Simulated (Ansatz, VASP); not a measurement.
## AlGa3N4 in VASP and in Ansatz

Contents of INCAR:

```
SYSTEM = AlGa3N4
PREC = Accurate
ENCUT = 520
EDIFF = 1E-7
ISMEAR = 0
SIGMA = 0.05
LREAL = .FALSE.
LASPH = .TRUE.
NELM = 100
ALGO = Normal
ISIF = 2
LWAVE = .FALSE.
LCHARG = .FALSE.
GGA = CA
NBANDS = 41
```

KPOINTS

```
regular mesh
0
G
  6 6 6
  0 0 0
```

File POSCAR:

```
AlGa3N4
1.0
    4.4357832787     -0.1970498351     -0.1970498351
   -0.1970498351      4.4357832787     -0.1970498351
   -0.1970498351     -0.1970498351      4.4357832787
Al Ga N
1 3 4
Direct
    0.0000000000      0.0000000000      0.0000000000
    0.5000000000      0.5000000000      0.0000000000
    0.5000000000      0.0000000000      0.5000000000
    0.0000000000      0.5000000000      0.5000000000
    0.7548078379      0.7548078379      0.2451921621
    0.7548078379      0.2451921621      0.7548078379
    0.2451921621      0.7548078379      0.7548078379
    0.2451921621      0.2451921621      0.2451921621
```

Input for Ansatz:

```yaml
crystal:
  lattice:
    - [4.4357832787, -0.1970498351, -0.1970498351]
    - [-0.1970498351, 4.4357832787, -0.1970498351]
    - [-0.1970498351, -0.1970498351, 4.4357832787]
  atoms:
    - { symbol: Al, position: [0.0, 0.0, 0.0] }
    - { symbol: Ga, position: [0.5, 0.5, 0.0] }
    - { symbol: Ga, position: [0.5, 0.0, 0.5] }
    - { symbol: Ga, position: [0.0, 0.5, 0.5] }
    - { symbol: "N", position: [0.7548078379, 0.7548078379, 0.2451921621] }
    - { symbol: "N", position: [0.7548078379, 0.2451921621, 0.7548078379] }
    - { symbol: "N", position: [0.2451921621, 0.7548078379, 0.7548078379] }
    - { symbol: "N", position: [0.2451921621, 0.2451921621, 0.2451921621] }
basis:
  ecutwfc: 520.0
kpoints:
  mp_grid: { grid: [6, 6, 6] }
hamiltonian:
  xc: lda
  pseudopotentials: { kind: paw, azcp: { folder: soft_1 } }
scf:
  occupations: { method: gaussian, width: 0.05 }
output:
  forces: true
  stress: true
  eigenvalues: true
```

Alike in both runs: task single point; functional LDA; k mesh 6 × 6 × 6; occupations gaussian, width 0.05 eV; no spin polarisation.

```csv
,VASP,Ansatz
version,VASP 6.6.1,Ansatz 0.2.0
potentials or method,"VASP PAW LDA potentials, release 64 (Al, Ga_d, N), cutoff 520 eV","scalar-relativistic, plane waves, PAW"
valence electrons in the cell,62,62
```

```csv
,VASP,Ansatz,Ansatz less VASP
gap on the k mesh at the Fermi level (eV),1.98,1.98,0.000
least direct gap on the mesh (eV),1.98,1.98,0.000
pressure (GPa),7.0,6.0,-1.05
"traceless stress, the component that is largest in VASP (GPa)",22.35,22.05,-0.303
rms of the force components (eV/Å),1.499,1.460,-0.0387
```

Ansatz warns that its potentials were made for another functional, while VASP's fit it. LDA's correlation is that of Perdew and Zunger in VASP and of Perdew and Wang (1992) in Ansatz. Atom by atom the forces differ by 0.040 eV/Å (rms over components).
